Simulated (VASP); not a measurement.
Al16HO24 (a cell with a defect), 41 atoms in the cell. The cell holds a defect, 41 atoms: a = 11.793 Å, b = 5.815 Å, c = 5.615 Å, α = 90.00°, β = 75.94°, γ = 90.00°. 

| Quantity | Value |
| --- | --- |
| Program | VASP 6.6.1 |
| Task | single point |
| Functional | PBE |
| Potentials or basis | VASP PAW PBE potentials, release 64 (Al, O, H) |
| Cutoff | 520 eV |
| k mesh | 1 × 3 × 3 |
| Occupations | fermi-dirac, width 0.05 eV |
| Spin | collinear spin |
| Dipole correction | no |
| Further INCAR settings | LREAL = Auto; ALGO = Normal; EDIFF = 1e-06; NBANDS = 126 |

Potentials or basis: VASP PAW PBE potentials, release 64 (Al, O, H).

Launch:

```bash
$ cat potpaw_PBE.64/Al/POTCAR potpaw_PBE.64/O/POTCAR potpaw_PBE.64/H/POTCAR > POTCAR
$ mpirun -np 1 vasp_std > vasp.out
```

Hardware: 1 thread of Intel(R) Xeon(R) 6975P-C (Granite Rapids), with other jobs on the host.

Question: Estimate the wall time of this run.

Answer: Run time: 8.4 min on 1 thread of Intel(R) Xeon(R) 6975P-C (Granite Rapids) (shared host), peak memory 0.74 GiB. Counts: scf iterations 15, k points 5.
